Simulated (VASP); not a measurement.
Si, 2 atoms in the cell. The structure is trigonal, space group P-3m1 (No. 164). Conventional cell: a = 3.870 Å, b = 3.870 Å, c = 3.680 Å, α = 90.00°, β = 90.00°, γ = 120.00°. Within 3.0 Å of Si (site symmetry 3m) lie 3 Si at 2.28 Å. 

| Property | Result |
| --- | --- |
| Program | VASP 6.6.1 |
| Task | single point |
| Functional | PBE |
| Dispersion | D3(BJ) |
| Potentials or basis | VASP PAW PBE potentials, release 64 (Si) |
| Cutoff | 520 eV |
| k mesh | 6 × 6 × 6 |
| Occupations | gaussian, width 0.1 eV |
| Spin | no spin polarisation |
| Dipole correction | no |
| Further INCAR settings | ALGO = Normal; EDIFF = 1e-06; NBANDS = 11 |

Potentials or basis: VASP PAW PBE potentials, release 64 (Si).

Run with:

```console
$ cat potpaw_PBE.64/Si/POTCAR > POTCAR
$ mpirun -np 1 vasp_std > vasp.out
```

Hardware: 1 thread of Intel(R) Xeon(R) 6975P-C (Granite Rapids), with other jobs on the host.

Problem. Estimate the wall time of this run.

Solution. Wall time 6.5 s on 1 thread of Intel(R) Xeon(R) 6975P-C (Granite Rapids), with other jobs on the host, peak memory 0.16 GiB. Counts: scf iterations 12, k points 34.
